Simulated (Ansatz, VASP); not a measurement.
**C: VASP beside Ansatz**

Contents of INCAR:

```
  PREC = Accurate
  ENCUT = 600
  EDIFF = 1E-7
  ISMEAR = 0
  SIGMA = 0.1
  LREAL = F
  LASPH = T
  NELM = 80
  ALGO = Normal
  ISIF = 3
  LWAVE = F
  LCHARG = F
  GGA = PE
  IVDW = 12
  IBRION = 2
  NSW = 80
  EDIFFG = -0.015
```

The input KPOINTS:

```
regular mesh
0
Gamma
  12 12 8
```

POSCAR

```
C
1.0
    0.0000000000      2.4649234225      0.0000000000
    1.4016068347      0.0000000000     -3.3810743124
   -4.2693503158      0.0000000000      0.0215831195
C
4
Direct
    0.5000000000      0.9998859407      0.6666284670
    0.0000000000      0.9998859407      0.1666284670
    0.5000000000      0.0001140593      0.3333715330
    0.0000000000      0.0001140593      0.8333715330
```

Input for Ansatz:

```yaml
crystal:
  lattice:
    - [0.0, 2.4649234225, 0.0]
    - [1.4016068347, 0.0, -3.3810743124]
    - [-4.2693503158, 0.0, 0.0215831195]
  atoms:
    - { symbol: C, position: [0.5, 0.9998859407, 0.666628467] }
    - { symbol: C, position: [0.0, 0.9998859407, 0.166628467] }
    - { symbol: C, position: [0.5, 0.0001140593, 0.333371533] }
    - { symbol: C, position: [0.0, 0.0001140593, 0.833371533] }
basis:
  ecutwfc: 420
kpoints:
  mp_grid: { grid: [12, 12, 8] }
hamiltonian:
  xc: pbe
  dispersion: d3bj
scf:
  occupations: { method: gaussian, width: 0.1 }
output:
  forces: true
  stress: true
  eigenvalues: true
relax:
  adjacent_minimum: "off"
  f_tol: 0.015
  max_steps: 60
  cell: { stress_tol: 0.15 }
```

Alike in both runs: task relaxation of cell and atoms; functional PBE; dispersion D3(BJ); k mesh 12 × 12 × 8; occupations gaussian, width 0.1 eV; no spin polarisation.

|  | VASP | Ansatz |
| --- | --- | --- |
| version | VASP 6.6.1 | Ansatz 0.2.0 |
| potentials or method | VASP PAW PBE potentials, release 64 (C), cutoff 600 eV | scalar-relativistic, plane waves, PAW |
| valence electrons in the cell | 16 | 16 |

|  | VASP | Ansatz | Ansatz less VASP |
| --- | --- | --- | --- |
| gap on the k mesh at the Fermi level, each at its own relaxed structure (eV) | 0.68 | 0.64 | -0.040 |
| relaxed volume (Å³/atom) | 8.75 | 8.84 | +0.090 |
| relaxed cell length with the largest relative difference (Å) | 3.617 | 3.649 | +0.0322 |
